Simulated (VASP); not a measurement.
# Al (P2_1/m) in VASP: a series of runs

The runs below take Al through single point, with PBEsol.

Program: VASP 6.6.1. These are calculated values, not measurements. Logs are shortened: lines on timing, memory, paths and dates and some standing lists are left out, and cuts for length are marked.

## Step 1: The cell of the first run

It takes space group P2_1/m (No. 11, monoclinic). The conventional cell has a = 2.782 Å, b = 4.544 Å, c = 10.503 Å, α = 90.00°, β = 92.53°, γ = 90.00°. Within 3.6 Å of Al (site symmetry m) lie 14 Al at 2.66 to 3.50 Å. Al (site symmetry m) has 14 Al at 2.78 to 3.21 Å within 3.7 Å. Within 3.6 Å of Al (site symmetry m) lie 14 Al at 2.66 to 3.50 Å. Within 3.7 Å of Al (site symmetry m) lie 14 Al at 2.78 to 3.21 Å.

## Step 2: Single point, PBEsol (the part above a cut slid along it)

INCAR reads:

```
SYSTEM = Al
PREC     = Accurate       ! precision mode
ENCUT    = 500            ! plane-wave cutoff, eV
EDIFF    = 1E-6           ! SCF threshold, eV
ISMEAR   = 0              ! smearing method
SIGMA    = 0.15           ! smearing width, eV
LREAL    = .False.        ! projectors in reciprocal space
LASPH    = .True.         ! aspherical terms in the spheres
NELM     = 120            ! most SCF steps
ALGO     = Normal         ! electronic algorithm
ISIF     = 2              ! what is computed and relaxed
LWAVE    = .False.        ! write WAVECAR
LCHARG   = .False.        ! write CHGCAR
GGA      = PS             ! functional
NBANDS   = 22             ! bands
GGA_COMPAT= .False.
```

KPOINTS reads:

```
Automatic mesh
0
Gamma
  21 13 6
  0 0 0
```

POSCAR reads:

```
Al
1.0
   -1.6064390039      1.6064390039     -1.6064390039
   -3.2128780077     -3.2128780077      0.0000000000
   -5.6225365136      5.6225365136      7.2289755174
Al
8
Direct
    0.5937500000      0.5000000000      0.0625000000
   -0.4687500000      0.0000000000      0.9375000000
    0.7187500000      0.5000000000      0.3125000000
    0.1562500000      0.0000000000      0.1875000000
   -0.1562500000      0.5000000000      0.5625000000
    0.2812500000      0.0000000000      0.4375000000
   -0.0312500000      0.5000000000      0.8125000000
    0.4062500000      0.0000000000      0.6875000000
```

Potentials or basis: VASP PAW PBE potentials, release 64 (Al).

Started as:

```console
cat potpaw_PBE.64/Al/POTCAR > POTCAR
mpirun -np 1 vasp_std > vasp.out
```

OUTCAR:

```text
SYSTEM = Al
   PREC = Accurate
   ENCUT = 500
   EDIFF = 1E-6
   ISMEAR = 0
   LREAL = .False.
   LASPH = .True.
   NELM = 120
   ISIF = 2
   GGA = PS

 ion  position               nearest neighbor table
   1  0.594  0.500  0.062-   2 2.66   2 2.66   7 2.66   4 2.78   4 2.78   3 2.78   4 3.21   4 3.21
                             3 3.21
   2  0.531  0.000  0.938-   1 2.66   1 2.66   4 2.66   7 2.78   7 2.78   8 2.78   7 3.21   7 3.21
                             8 3.21
   3  0.719  0.500  0.312-   4 2.78   6 2.78   4 2.78   6 2.78   5 2.78   1 2.78   6 3.21   6 3.21
                             4 3.21   4 3.21   5 3.21   1 3.21
   4  0.156  0.000  0.188-   2 2.66   1 2.78   3 2.78   1 2.78   3 2.78   6 2.78   3 3.21   3 3.21
                             1 3.21   1 3.21   6 3.21
   5  0.844  0.500  0.562-   6 2.78   8 2.78   6 2.78   8 2.78   7 2.78   3 2.78   8 3.21   8 3.21
                             6 3.21   6 3.21   7 3.21   3 3.21
   6  0.281  0.000  0.438-   3 2.78   5 2.78   3 2.78   5 2.78   4 2.78   8 2.78   5 3.21   5 3.21
                             3 3.21   3 3.21   8 3.21   4 3.21
   7  0.969  0.500  0.812-   1 2.66   2 2.78   8 2.78   2 2.78   8 2.78   5 2.78   2 3.21   2 3.21
                             8 3.21   8 3.21   5 3.21
   8  0.406  0.000  0.688-   5 2.78   7 2.78   5 2.78   7 2.78   6 2.78   2 2.78   7 3.21   7 3.21
                             5 3.21   5 3.21   6 3.21   2 3.21

  LATTYP: Found a simple monoclinic cell.
 ALAT       =     2.7824339740
 B/A-ratio  =     1.6329931618
 C/A-ratio  =     3.7749172176
 COS(beta)  =    -0.0441510786

  Lattice vectors:

 A1 = (  -1.6064390039,   1.6064390039,  -1.6064390039)
 A2 = (  -3.2128780077,  -3.2128780077,   0.0000000000)
 A3 = (  -4.0160975097,   4.0160975097,   8.8354145213)

Analysis of symmetry for initial positions (statically):
=====================================================================
 Subroutine PRICEL returns:
 Original cell was already a primitive cell.

 Routine SETGRP: Setting up the symmetry group for a
 simple monoclinic supercell.

 Subroutine GETGRP returns: Found  4 space group operations
 (whereof  2 operations were pure point group operations)
 out of a pool of  4 trial point group operations.

The static configuration has the point symmetry C_1h.
 The point group associated with its full space group is C_2h.

Analysis of symmetry for dynamics (positions and initial velocities):
=====================================================================
 Subroutine PRICEL returns:
 Original cell was already a primitive cell.

 Routine SETGRP: Setting up the symmetry group for a
 simple monoclinic supercell.

 Subroutine GETGRP returns: Found  4 space group operations
 (whereof  2 operations were pure point group operations)
 out of a pool of  4 trial point group operations.

The dynamic configuration has the point symmetry C_1h.
 The point group associated with its full space group is C_2h.

 Subroutine INISYM returns: Found  4 space group operations
 (whereof  2 operations are pure point group operations),
 and found     1 'primitive' translations

----------------------------------------------------------------------------------------

                                     Primitive cell

  volume of cell :     132.6608

  direct lattice vectors                    reciprocal lattice vectors
    -1.606439004  1.606439004 -1.606439004    -0.175076675  0.175076675 -0.272341495
    -3.212878008 -3.212878008  0.000000000    -0.155623711 -0.155623711  0.000000000
    -5.622536514  5.622536514  7.228975517    -0.038905928  0.038905928  0.077811856

  length of vectors
     2.782433974  4.543695653 10.746344528     0.368067350  0.220085163  0.095299671

  position of ions in fractional coordinates (direct lattice)
     0.593750000  0.500000000  0.062500000
     0.531250000  0.000000000  0.937500000
     0.718750000  0.500000000  0.312500000
     0.156250000  0.000000000  0.187500000
     0.843750000  0.500000000  0.562500000
     0.281250000  0.000000000  0.437500000
     0.968750000  0.500000000  0.812500000
     0.406250000  0.000000000  0.687500000

  ion indices of the primitive-cell ions
   primitive index   ion index
                 1           1
                 2           2
                 3           3
                 4           4
                 5           5
                 6           6
                 7           7
                 8           8

----------------------------------------------------------------------------------------

 KPOINTS: Automatic mesh

Automatic generation of k-mesh.
 Grid dimensions read from file:
 generate k-points for:   21   13    6

 Generating k-lattice:

  Cartesian coordinates                     Fractional coordinates (reciprocal lattice)
    -0.008336985  0.008336985 -0.012968643     0.047619048  0.000000000  0.000000000
    -0.011971055 -0.011971055  0.000000000     0.000000000  0.076923077  0.000000000
    -0.006484321  0.006484321  0.012968643     0.000000000  0.000000000  0.166666667

  Length of vectors
     0.017527017  0.016929628  0.015883279

  Shift w.r.t. Gamma in fractional coordinates (k-lattice)
     0.000000000  0.000000000  0.000000000

 Subroutine IBZKPT returns following result:
 ===========================================

 Found    448 irreducible k-points:

 Following reciprocal coordinates:
            Coordinates               Weight
  0.000000  0.000000  0.000000      1.000000
  0.047619  0.000000  0.000000      2.000000
  0.095238  0.000000  0.000000      2.000000
  0.142857  0.000000  0.000000      2.000000
  0.190476  0.000000  0.000000      2.000000
  0.238095  0.000000  0.000000      2.000000
[... 16 lines left out ...]
  0.000000  0.153846  0.000000      2.000000
  0.047619  0.153846  0.000000      4.000000
 [... further k-points ...]
   k-points           NKPTS =    448   k-points in BZ     NKDIM =    448   number of bands    NBANDS=     22
   number of dos      NEDOS =    301   number of ions     NIONS =      8
   total plane-waves  NPLWV =  57600
   dimension x,y,z NGX =    20 NGY =   36 NGZ =   80
   dimension x,y,z NGXF=    40 NGYF=   72 NGZF=  160
   ions per type =               8
   NGX,Y,Z   is equivalent  to a cutoff of  11.95, 13.17, 12.38 a.u.
   NGXF,Y,Z  is equivalent  to a cutoff of  23.90, 26.34, 24.75 a.u.
 SYSTEM =  Al
   PREC   = accura    normal or accurate (medium, high low for compatibility)
   ISTART =      0    job   : 0-new  1-cont  2-samecut
   ICHARG =      2    charge: 1-file 2-atom 10-const
   ISPIN  =      1    spin polarized calculation?
   LNONCOLLINEAR =      F non collinear calculations
   LSORBIT =      F    spin-orbit coupling
   LASPH  =      T    aspherical Exc in radial PAW
   ENCUT  =  500.0 eV  36.75 Ry    6.06 a.u.   5.07  8.28 19.59*2*pi/ulx,y,z
   NELM   =    120;   NELMIN=  2; NELMDL= -5     # of ELM steps
   EDIFF  = 0.1E-05   stopping-criterion for ELM
   LREAL  =      F    real-space projection
[... 7 lines left out ...]
   TEBEG  =    0.0;   TEEND  =   0.0 temperature during run
   PSTRESS=    0.0 pullay stress
   NELECT =      24.0000    total number of electrons
   NUPDOWN=      -1.0000    fix difference up-down
   EMIN   =  10.00;   EMAX   =-10.00  energy-range for DOS
   EFERMI =   0.00;   METHOD = LEGACY
   ISMEAR =     0;   SIGMA  =   0.15  broadening in eV -4-tet -1-fermi 0-gaus
   EFERMI_NEDOS =   21; number of points for ismear=-14 and -15
   IALGO  =     38    algorithm
   IMIX   =      4    mixing-type and parameters
     AMIX     =   0.40;   BMIX     =  1.00
     AMIX_MAG =   1.60;   BMIX_MAG =  1.00
  volume/ion in A,a.u.               =      16.58       111.90
  Fermi-wavevector in a.u.,A,eV,Ry     =   0.925901  1.749698 11.664164  0.857292
  Thomas-Fermi vector in A             =   2.051805
   LORBIT       =      0    0 simple, 1 ext, 2 COOP (PROOUT), +10 PAW based schemes
   GGA     = PS    functional components
   LHFCALC =     F    Hartree Fock is set to
   AEXX    =    0.0000 exact exchange contribution
   IVDW    =     0    specifies the selected vdW correction
   LEPSILON=     F    determine dielectric tensor
   LRPA    =     F    only Hartree local field effects (RPA)
 non-spin polarized calculation
 Gauss-broadening in eV      SIGMA  =   0.15
  energy-cutoff  :      500.00
  volume of cell :      132.66
 maximum number of plane-waves:      3399
   NGX = 11   NGY = 17   NGZ = 39

 number of electron      24.0000000 magnetization

 Free energy of the ion-electron system (eV)
  ---------------------------------------------------
  ext. energy  EPLUGINS =         0.00000000
  ---------------------------------------------------
  free energy    TOTEN  =       -31.87895143 eV

  energy without entropy =      -31.84088481  energy(sigma->0) =      -31.85991812

 E-fermi :   7.8598     XC(G=0): -10.2359

 val. band max:        7.8587301185   @ k =   0.1429   0.3077   0.3333
 cond. band min:       7.8601861104   @ k =   0.0000   0.0769   0.0000
 fundamental gap:      0.0014559919
 Fermi energy:         7.8598463008

 k-point     1 :       0.0000    0.0000    0.0000
  band No.  band energies     occupation
      1      -3.2040      2.00000
      2      -1.8720      2.00000
      3      -1.8591      2.00000
      4       2.0683      2.00000
      5       2.0715      2.00000
      6       3.5765      2.00000
[... 14 lines left out ...]
     21      14.8917      0.00000
     22      15.1469      0.00000

 k-point     2 :       0.0476    0.0000    0.0000
  band No.  band energies     occupation
      1      -3.1586      2.00000
      2      -1.9265      2.00000
      3      -1.7147      2.00000
      4       1.9084      2.00000
      5       2.3182      2.00000
      6       3.6185      2.00000
[... 14 lines left out ...]
     21      14.6661      0.00000
     22      15.0674      0.00000

 k-point     3 :       0.0952    0.0000    0.0000
  band No.  band energies     occupation
      1      -3.0225      2.00000
      2      -1.8973      2.00000
      3      -1.4746      2.00000
      4       1.8341      2.00000
      5       2.6527      2.00000
      6       3.7443      2.00000
[... 14 lines left out ...]
     21      14.2721      0.00000
     22      14.6253      0.00000

 k-point     4 :       0.1429    0.0000    0.0000
  band No.  band energies     occupation
      1      -2.7960      2.00000
      2      -1.7782      2.00000
      3      -1.1453      2.00000
      4       1.8470      2.00000
      5       3.0724      2.00000
      6       3.9540      2.00000
[... 14 lines left out ...]
     21      14.0967      0.00000
     22      14.1207      0.00000

 k-point     5 :       0.1905    0.0000    0.0000
  band No.  band energies     occupation
      1      -2.4795      2.00000
      2      -1.5695      2.00000
      3      -0.7276      2.00000
      4       1.9472      2.00000
      5       3.5761      2.00000
      6       4.2474      2.00000
[... 417 lines left out ...]
 k-point    22 :       0.4762    0.0769    0.0000
  band No.  band energies     occupation
      1       1.2829      2.00000
      2       1.5353      2.00000
      3       2.2466      2.00000
      4       2.4331      2.00000
      5       3.6096      2.00000
      6       4.2828      2.00000
[... 14 lines left out ...]
     21      10.1864      0.00000
     22      10.5391      0.00000

 k-point    23 :       0.0000    0.1538    0.0000
  band No.  band energies     occupation
      1      -3.0344      2.00000
      2      -1.7039      2.00000
      3      -1.6912      2.00000
      4       1.8362      2.00000
      5       2.2306      2.00000
      6       2.2339      2.00000
[... 14 lines left out ...]
     21      15.1320      0.00000
     22      15.5308      0.00000

 k-point    24 :       0.0476    0.1538    0.0000
  band No.  band energies     occupation
      1      -2.9891      2.00000
      2      -1.7584      2.00000
      3      -1.5469      2.00000
      4       1.8800      2.00000
      5       2.0712      2.00000
      6       2.4798      2.00000
[... 14 lines left out ...]
     21      14.1839      0.00000
     22      15.1836      0.00000

 [... further k-points ...]
[... 5 lines left out ...]
  --------------------------------------------------------------------------------------
  -------------------------------------------------------------------------------------
  Total        0.4847053      0.4847053      1.5260981      0.2922691      0.1775290     -0.1775290
  in kB        5.8539046      5.8539046     18.4310611      3.5298050      2.1440608     -2.1440609
  external PRESSURE =      10.0462901 kB  Pullay stress =       0.0000000 kB

 VOLUME and BASIS-vectors are now :
 -----------------------------------------------------------------------------
  energy-cutoff  :      500.00
  volume of cell :      132.66
      direct lattice vectors                 reciprocal lattice vectors
    -1.606439004  1.606439004 -1.606439004    -0.175076675  0.175076675 -0.272341495
    -3.212878008 -3.212878008  0.000000000    -0.155623711 -0.155623711  0.000000000
    -5.622536514  5.622536514  7.228975517    -0.038905928  0.038905928  0.077811856

 POSITION                                       TOTAL-FORCE (eV/Angst)
 -----------------------------------------------------------------------------------
     -2.91167     -0.30121     -0.50201        -0.333056      0.333056      0.330390
     -6.12455      6.12455      5.92374         0.333056     -0.333056     -0.330390
     -4.51811      1.30523      1.10443         0.033561     -0.033561     -0.018712
     -1.30523      1.30523      1.10443         0.019912     -0.019912      0.239952
     -6.12455      2.91167      2.71087        -0.009174      0.009174     -0.011490
     -2.91167      2.91167      2.71087         0.009174     -0.009174      0.011490
     -7.73099      4.51811      4.31730        -0.019912      0.019912     -0.239952
     -4.51811      4.51811      4.31730        -0.033561      0.033561      0.018712
 -----------------------------------------------------------------------------------
    total drift:                                0.000000     -0.000000     -0.000000

  FREE ENERGIE OF THE ION-ELECTRON SYSTEM (eV)
  ---------------------------------------------------
  free  energy   TOTEN  =       -31.8789514294 eV

  energy  without entropy=      -31.8408848087  energy(sigma->0) =      -31.85991812
```

Wall time 6.3 min (1 thread of Intel Xeon 6975P-C (Granite Rapids), shared host); peak memory 0.85 GiB.

What came out:

```
Free energy            : -31.8790 eV
Pressure               : 1.0 GPa
Largest force          : 0.575 eV/Å
Band gap on the k mesh : zero (bands 12 and 13 overlap by 4.20 eV)
```

Forces in eV/Å, atoms in the order of the input:
```
Al  -0.333  0.333  0.330
Al   0.333 -0.333 -0.330
Al   0.034 -0.034 -0.019
Al   0.020 -0.020  0.240
Al  -0.009  0.009 -0.011
Al   0.009 -0.009  0.011
Al  -0.020  0.020 -0.240
Al  -0.034  0.034  0.019
```

Caveat: the cell differs from its parent crystal (the part above a cut slid along it); the PAW data sets were made with another functional, which shifts forces and pressure a little.

[end of part 1 of 2]
